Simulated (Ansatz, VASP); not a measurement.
# One calculation of Re, two programs

The input INCAR:

```
PREC = Accurate
ENCUT = 520
EDIFF = 1E-6
ISMEAR = 0
SIGMA = 0.15
LREAL = F
LASPH = T
NELM = 100
ALGO = Fast
ISIF = 2
LWAVE = F
LCHARG = T
GGA = PE
LELF = T
LVHAR = T
NBANDS = 10
```

File KPOINTS:

```
regular mesh
0
Gamma
  22 22 22
```

File POSCAR:

```
Re
1.0
    0.2478061543      2.1063523113      2.1063523113
    2.1063523113      0.2478061543      2.1063523113
    2.1063523113      2.1063523113      0.2478061543
Re
1
Direct
    0.0000000000      0.0000000000      0.0000000000
```

Input for Ansatz:

```yaml
crystal:
  lattice:
    - [0.2478061543, 2.1063523113, 2.1063523113]
    - [2.1063523113, 0.2478061543, 2.1063523113]
    - [2.1063523113, 2.1063523113, 0.2478061543]
  atoms:
    - { symbol: Re, position: [0.0, 0.0, 0.0] }
basis:
  ecutwfc: 420
kpoints:
  mp_grid: { grid: [22, 22, 22] }
hamiltonian:
  xc: pbe
scf:
  occupations: { method: gaussian, width: 0.15 }
output:
  forces: true
  stress: true
  eigenvalues: true
```

Alike in both runs: task single point; functional PBE; k mesh 22 × 22 × 22; occupations gaussian, width 0.15 eV; no spin polarisation.

|  | VASP | Ansatz |
| --- | --- | --- |
| version | VASP 6.6.1 | Ansatz 0.2.0 |
| potentials or method | VASP PAW PBE potentials, release 64 (Re), cutoff 520 eV | scalar-relativistic, plane waves, PAW |
| valence electrons in the cell | 7 | 15 |

```csv
,VASP,Ansatz,Ansatz less VASP
gap on the k mesh at the Fermi level (eV),none,none,-
pressure (GPa),3.7,4.4,+0.74
"traceless stress, the component that is largest in VASP (GPa)",-22.33,-22.63,-0.305
```

A gap of «none» marks a metal or a gap that the smearing closes. VASP's potentials hold 7 valence electrons a cell and Ansatz's 15, so a difference there can come from the potentials and not from the codes.

Spin-orbit coupling is off throughout.
